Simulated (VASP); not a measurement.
B: single point with PBE

System: B, a sheet with vacuum.

```
B
1.0
     2.91708    0.00000    0.00000
    -1.45854    2.52627    0.00000
     0.00000    0.00000   23.97511
B
2
Direct
  0.66667 0.33333 0.31282
  0.33333 0.66667 0.31282
```

```
Program                 : VASP 6.6.1
Task                    : single point
Functional              : PBE
Potentials or basis     : VASP PAW PBE potentials, release 64 (B)
Cutoff                  : 520 eV
k mesh                  : 24 × 24 × 1
Occupations             : gaussian, width 0.1 eV
Spin                    : no spin polarisation
Dipole correction       : yes
k mesh for the DOS      : 36 × 36 × 1
Occupations for the DOS : tetrahedron
Further INCAR settings  : ALGO = Normal; EDIFF = 1e-06; NBANDS = 10
```

* Valence electrons inside the program's atomic spheres: B 1.89

Levels at points of the mesh, in eV from the Fermi level:
```
           k point  band 1  band 2  band 3  band 4  band 5  band 6  band 7
(0.00, 0.00, 0.00)  -10.14   -2.32    2.03    2.03    4.81    5.44    5.75
(0.50, 0.00, 0.00)   -6.21   -5.64   -0.53    1.67    4.48    9.14   10.45
```

It took 3 min on 1 thread of Intel(R) Xeon(R) Platinum 8259CL CPU @ 2.50GHz (Skylake/Cascade Lake), with other jobs on the host, peak memory 0.4 GiB.
